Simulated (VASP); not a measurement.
Input of a VASP 6.6.1 run:

Contents of INCAR:

```
PREC = Accurate
ENCUT = 520
EDIFF = 1E-6
ISMEAR = 0
SIGMA = 0.01
LREAL = False
LASPH = True
NELM = 80
ALGO = Normal
ISIF = 2
LWAVE = False
LCHARG = False
GGA = PS
NBANDS = 16
```

File KPOINTS:

```
regular mesh
0
Gamma
  6 6 6
```

File POSCAR:

```
CdTe
1.0
    0.0000000000      3.2209768247      3.2209768247
    3.2209768247      0.0000000000      3.2209768247
    3.2209768247      3.2209768247      0.0000000000
Cd Te
1 1
Direct
    0.0000000000      0.0000000000      0.0000000000
    0.7500000000      0.7500000000      0.7500000000
```

Potentials or basis: VASP PAW PBE potentials, release 64 (Cd, Te).

The run is started by

```sh
$ cat potpaw_PBE.64/Cd/POTCAR potpaw_PBE.64/Te/POTCAR > POTCAR
$ mpirun -np 1 vasp_std > vasp.out
```

Task: Predict the pressure.

Result: 1.2 GPa.

Task: Predict the band gap on the k mesh.

Result: 0.71 eV, direct.

Caveat: the PAW data sets were made with another functional, which shifts forces and pressure a little; spin-orbit coupling is left out, which moves the levels of the heavy elements. PBEsol gaps usually lie below the measured ones, often by a third to a half.
